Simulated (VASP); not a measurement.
Set up this calculation in VASP 6.6.1, as the native input.

| Item | Value |
| --- | --- |
| Task | single point |
| Functional | PBE |
| Potentials or basis | VASP PAW PBE potentials, release 64 (Na_pv, Te, As) |
| Cutoff | 520 eV |
| k mesh | 8 × 8 × 8 |
| Occupations | gaussian, width 0.1 eV |
| Spin | no spin polarisation |
| Dipole correction | no |
| Further INCAR settings | ALGO = Normal; EDIFF = 1e-07; NBANDS = 23 |

The structure of NaTe3As lies in POSCAR:

```
NaTe3As
1.0
    5.5568000074      0.0000000000      0.0000000000
    0.0000000000      5.5568000074      0.0000000000
    0.0000000000      0.0000000000      5.5568000074
Na Te As
1 3 1
Direct
    0.0000000000      0.0000000000      0.0000000000
    0.0000000000      0.5000000000      0.5000000000
    0.5000000000      0.0000000000      0.5000000000
    0.5000000000      0.5000000000      0.0000000000
    0.5000000000      0.5000000000      0.5000000000
```

These files were run (other wordings do the same):

INCAR

```
ALGO = Normal
EDIFF = 1E-7
ENCUT = 520
GGA = PE
ISIF = 2
ISMEAR = 0
LASPH = True
LCHARG = False
LREAL = False
LWAVE = False
NBANDS = 23
NELM = 60
PREC = Accurate
SIGMA = 0.1
```

KPOINTS

```
k-points
0
Gamma
  8 8 8
```

Potentials or basis: VASP PAW PBE potentials, release 64 (Na_pv, Te, As).

The run is started by

```bash
$ cat potpaw_PBE.64/Na_pv/POTCAR potpaw_PBE.64/Te/POTCAR potpaw_PBE.64/As/POTCAR > POTCAR
$ mpirun -np 1 vasp_std > vasp.out
```

Results of the run:

```json
{
 "Pressure": "0.0 GPa",
 "Band gap on the k mesh": "zero (bands 15 and 16 overlap by 1.03 eV)"
}
```

Caveat: spin-orbit coupling is left out, which moves the levels of the heavy elements.

Run time: 3.6 min on 1 thread of Intel Xeon 8259CL, on a shared host, peak memory 0.33 GiB.
